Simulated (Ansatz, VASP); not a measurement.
AlN: VASP beside Ansatz

```
Al N
1.0
     3.08872    0.00000    0.00000
    -1.54436    2.67491    0.00000
     0.00000    0.00000    4.94327
Al N
2 2
Cartesian
  0.0000 1.7833 0.0000
  1.5444 0.8916 2.4717
  0.0000 1.7833 1.8883
  1.5444 0.8916 4.3599
```

Alike in both runs: functional LDA; k mesh 8 × 8 × 4; no spin polarisation.

Ansatz relaxed the structure, and its values are those at the end. VASP's run is a single point on that final structure, the one shown.

```csv
,VASP,Ansatz
version,VASP 6.6.1,Ansatz 0.2.0
potentials or method,"VASP PAW LDA potentials, release 64 (Al, N)","scalar-relativistic, plane waves, PAW"
plane-wave cutoff (eV),520,420
occupations,"gaussian, width 0.01 eV",fixed
valence electrons in the cell,16,16
```

```csv
,VASP,Ansatz,Ansatz less VASP
gap on the k mesh at the Fermi level (eV),4.42,4.42,-0.007
least direct gap on the mesh (eV),4.42,4.42,-0.007
pressure (GPa),0.6,0.0,-0.62
```

LDA's correlation is that of Perdew and Zunger in VASP and of Perdew and Wang (1992) in Ansatz.
